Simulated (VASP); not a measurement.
# YC2N2 (P4/mmm) in VASP: further runs

Runs on YC2N2. Level: PBE. Tasks: single point.

All numbers are computed with VASP 6.6.1; they aren't measurements. Logs are shortened: lines on timing, memory, paths and dates and some standing lists are left out, and cuts for length are marked.

### Step 1. The cell of the first run

It takes space group P4/mmm (No. 123, tetragonal). Conventional cell: a = 8.517 Å, b = 8.517 Å, c = 3.746 Å, α = 90.00°, β = 90.00°, γ = 90.00°. Y (site symmetry 4/mmm) has 4 C at 2.50 Å within 3.3 Å. Within 3.1 Å of Y (site symmetry 4/mmm) lie 4 N at 2.35 Å. Within 1.6 Å of C (site symmetry m2m) lie 1 N at 1.17 Å. N (site symmetry m2m) has 1 C at 1.17 Å within 1.6 Å.

### Step 2. Single point, PBE

File INCAR:

```
  ALGO = Normal
  EDIFF = 1E-7
  ENCUT = 520
  GGA = PE
  ISIF = 2
  ISMEAR = 0
  LASPH = True
  LCHARG = False
  LREAL = False
  LWAVE = False
  NBANDS = 40
  NELM = 60
  PREC = Accurate
  SIGMA = 0.1
```

File KPOINTS:

```
k-points
0
Gamma
  2 2 6
```

File POSCAR:

```
YC2N2
1.0
    8.5174334522      0.0000000000      0.0000000000
    0.0000000000      8.5174334522      0.0000000000
    0.0000000000      0.0000000000      3.7458622434
Y C N
2 4 4
Direct
    0.0000000000      0.0000000000      0.0000000000
    0.5000000000      0.5000000000      0.0000000000
    0.2077945420      0.7922054580      0.0000000000
    0.7922054580      0.2077945420      0.0000000000
    0.2077945420      0.2077945420      0.0000000000
    0.7922054580      0.7922054580      0.0000000000
    0.3049285804      0.6950714196      0.0000000000
    0.6950714196      0.3049285804      0.0000000000
    0.3049285804      0.3049285804      0.0000000000
    0.6950714196      0.6950714196      0.0000000000
```

Potentials or basis: VASP PAW PBE potentials, release 64 (Y_sv, C, N).

Command:

```sh
$ cat potpaw_PBE.64/Y_sv/POTCAR potpaw_PBE.64/C/POTCAR potpaw_PBE.64/N/POTCAR > POTCAR
$ mpirun -np 1 vasp_std > vasp.out
```

OUTCAR:

```text
EDIFF = 1E-7
   ENCUT = 520
   GGA = PE
   ISIF = 2
   ISMEAR = 0
   LASPH = True
   LREAL = False
   NELM = 60
   PREC = Accurate

 ion  position               nearest neighbor table
   1  0.000  0.000  0.000-   3 2.50   4 2.50   5 2.50   6 2.50
   2  0.500  0.500  0.000-   7 2.35   8 2.35   9 2.35  10 2.35
   3  0.208  0.792  0.000-   7 1.17   1 2.50
   4  0.792  0.208  0.000-   8 1.17   1 2.50
   5  0.208  0.208  0.000-   9 1.17   1 2.50
   6  0.792  0.792  0.000-  10 1.17   1 2.50
   7  0.305  0.695  0.000-   3 1.17   2 2.35
   8  0.695  0.305  0.000-   4 1.17   2 2.35
   9  0.305  0.305  0.000-   5 1.17   2 2.35
  10  0.695  0.695  0.000-   6 1.17   2 2.35

  LATTYP: Found a simple tetragonal cell.
 ALAT       =     8.5174334522
 C/A-ratio  =     0.4397876736

  Lattice vectors:

 A1 = (   8.5174334522,   0.0000000000,   0.0000000000)
 A2 = (   0.0000000000,   8.5174334522,   0.0000000000)
 A3 = (   0.0000000000,   0.0000000000,   3.7458622434)

Analysis of symmetry for initial positions (statically):
=====================================================================
 Subroutine PRICEL returns:
 Original cell was already a primitive cell.

 Routine SETGRP: Setting up the symmetry group for a
 simple tetragonal supercell.

 Subroutine GETGRP returns: Found 16 space group operations
 (whereof 16 operations were pure point group operations)
 out of a pool of 16 trial point group operations.

The static configuration has the point symmetry D_4h.

Analysis of symmetry for dynamics (positions and initial velocities):
=====================================================================
 Subroutine PRICEL returns:
 Original cell was already a primitive cell.

 Routine SETGRP: Setting up the symmetry group for a
 simple tetragonal supercell.

 Subroutine GETGRP returns: Found 16 space group operations
 (whereof 16 operations were pure point group operations)
 out of a pool of 16 trial point group operations.

The dynamic configuration has the point symmetry D_4h.

 Subroutine INISYM returns: Found 16 space group operations
 (whereof 16 operations are pure point group operations),
 and found     1 'primitive' translations

[... 100 lines left out ...]
   NSW    =      0    number of steps for IOM
   IBRION =     -1    ionic relax: 0-MD 1-quasi-New 2-CG
   NFREE  =      0    steps in history (QN), initial steepest desc. (CG)
   ISIF   =      2    stress and relaxation
   ISYM   =      2    0-nonsym 1-usesym 2-fastsym
   POTIM  = 0.5000    time-step for ionic-motion
   TEBEG  =    0.0;   TEEND  =   0.0 temperature during run
   PSTRESS=    0.0 pullay stress
   NELECT =      58.0000    total number of electrons
   NUPDOWN=      -1.0000    fix difference up-down
   EMIN   =  10.00;   EMAX   =-10.00  energy-range for DOS
   EFERMI =   0.00;   METHOD = LEGACY
   ISMEAR =     0;   SIGMA  =   0.10  broadening in eV -4-tet -1-fermi 0-gaus
   EFERMI_NEDOS =   21; number of points for ismear=-14 and -15
   IALGO  =     38    algorithm
   IMIX   =      4    mixing-type and parameters
     AMIX     =   0.40;   BMIX     =  1.00
     AMIX_MAG =   1.60;   BMIX_MAG =  1.00
  volume/ion in A,a.u.               =      27.17       183.39
  Fermi-wavevector in a.u.,A,eV,Ry     =   0.978350  1.848814 13.023080  0.957169
  Thomas-Fermi vector in A             =   2.109119
   LORBIT       =      0    0 simple, 1 ext, 2 COOP (PROOUT), +10 PAW based schemes
   GGA     = PE    functional components
   LHFCALC =     F    Hartree Fock is set to
   AEXX    =    0.0000 exact exchange contribution
   IVDW    =     0    specifies the selected vdW correction
   LEPSILON=     F    determine dielectric tensor
   LRPA    =     F    only Hartree local field effects (RPA)
 non-spin polarized calculation
 Gauss-broadening in eV      SIGMA  =   0.10
  energy-cutoff  :      520.00
  volume of cell :      271.75
 maximum number of plane-waves:      7360
 NGX is ok and might be reduce to    64
   NGX = 31   NGY = 31   NGZ = 13

 number of electron      57.9999996 magnetization

 Free energy of the ion-electron system (eV)
  ---------------------------------------------------
  ext. energy  EPLUGINS =         0.00000000
  ---------------------------------------------------
  free energy    TOTEN  =       -83.14987775 eV

  energy without entropy =      -83.11970027  energy(sigma->0) =      -83.13478901

 E-fermi :  -0.0656     XC(G=0):  -6.5483

 val. band max:       -0.0712317785   @ k =   0.0000   0.0000   0.5000
 cond. band min:      -0.0522369287   @ k =   0.5000   0.5000   0.5000
 fundamental gap:      0.0189948498
 Fermi energy:        -0.0656364649

 k-point     1 :       0.0000    0.0000    0.0000
  band No.  band energies     occupation
      1     -43.3447      2.00000
      2     -43.3400      2.00000
      3     -23.4414      2.00000
      4     -23.4414      2.00000
      5     -23.3617      2.00000
      6     -23.3617      2.00000
[... 505 lines left out ...]
     39       4.3942      0.00000
     40       4.9436      0.00000

------------------------ aborting loop because EDIFF is reached ----------------------------------------

  FORCE on cell =-STRESS in cart. coord.  units (eV):
  Direction    XX          YY          ZZ          XY          YZ          ZX
  --------------------------------------------------------------------------------------
  -------------------------------------------------------------------------------------
  Total        1.3242128      1.3242128      0.0384851      0.0000000     -0.0000000      0.0000000
  in kB        7.8072677      7.8072677      0.2269000      0.0000000     -0.0000000      0.0000000
  external PRESSURE =       5.2804785 kB  Pullay stress =       0.0000000 kB

 VOLUME and BASIS-vectors are now :
 -----------------------------------------------------------------------------
  energy-cutoff  :      520.00
  volume of cell :      271.75
      direct lattice vectors                 reciprocal lattice vectors
     8.517433452  0.000000000  0.000000000     0.117406259  0.000000000  0.000000000
     0.000000000  8.517433452  0.000000000     0.000000000  0.117406259  0.000000000
     0.000000000  0.000000000  3.745862243     0.000000000  0.000000000  0.266961232

 POSITION                                       TOTAL-FORCE (eV/Angst)
 -----------------------------------------------------------------------------------
      0.00000      0.00000      0.00000        -0.000000      0.000000      0.000000
      4.25872      4.25872      0.00000        -0.000000      0.000000      0.000000
      1.76988      6.74756      0.00000        -0.285901      0.285901      0.000000
      6.74756      1.76988      0.00000         0.285901     -0.285901     -0.000000
      1.76988      1.76988      0.00000        -0.285901     -0.285901     -0.000000
      6.74756      6.74756      0.00000         0.285901      0.285901      0.000000
      2.59721      5.92022      0.00000         0.286704     -0.286704      0.000000
      5.92022      2.59721      0.00000        -0.286704      0.286704     -0.000000
      2.59721      2.59721      0.00000         0.286704      0.286704     -0.000000
      5.92022      5.92022      0.00000        -0.286704     -0.286704      0.000000
 -----------------------------------------------------------------------------------
    total drift:                               -0.000000      0.000000      0.000000

  FREE ENERGIE OF THE ION-ELECTRON SYSTEM (eV)
  ---------------------------------------------------
  free  energy   TOTEN  =       -83.1498777507 eV

  energy  without entropy=      -83.1197002661  energy(sigma->0) =      -83.13478901
```

stdout:

```text
POSCAR found type information on POSCAR Y C N
 POSCAR found :  3 types and      10 ions
 scaLAPACK will be used
 LDA part: xc-table for (Slater+PW92), standard interpolation
 POSCAR, INCAR and KPOINTS ok, starting setup
 FFT: planning ... GRIDC
 FFT: planning ... GRID_SOFT
 FFT: planning ... GRID
 WAVECAR not read
 entering main loop
```

It took 2.5 min on 1 thread of AMD EPYC 7R13 (Zen 3), shared host; peak memory 0.36 GiB.

What came out:

```yaml
Free_energy: -83.1499 eV
Pressure: 0.5 GPa
Largest_force: 0.405 eV/Å
Band_gap_on_the_k_mesh: zero (bands 29 and 30 overlap by 0.98 eV)
```

Forces in eV/Å, atoms in the order of the input:
```
Y    0.000  0.000  0.000
Y    0.000  0.000  0.000
C   -0.286  0.286  0.000
C    0.286 -0.286  0.000
C   -0.286 -0.286  0.000
C    0.286  0.286  0.000
N    0.287 -0.287  0.000
N   -0.287  0.287  0.000
N    0.287  0.287  0.000
N   -0.287 -0.287  0.000
```

Stress tensor (GPa, compression positive):
```
0.78 0.00 0.00
0.00 0.78 0.00
0.00 0.00 0.02
```

Caveat: the k points lie up to 0.37 Å⁻¹ apart, too coarse for converged energies and pressures of a metal.

(Continued in part 2 of 2.)

The gap in the log of VASP goes by the Fermi energy; the results here count the filled bands.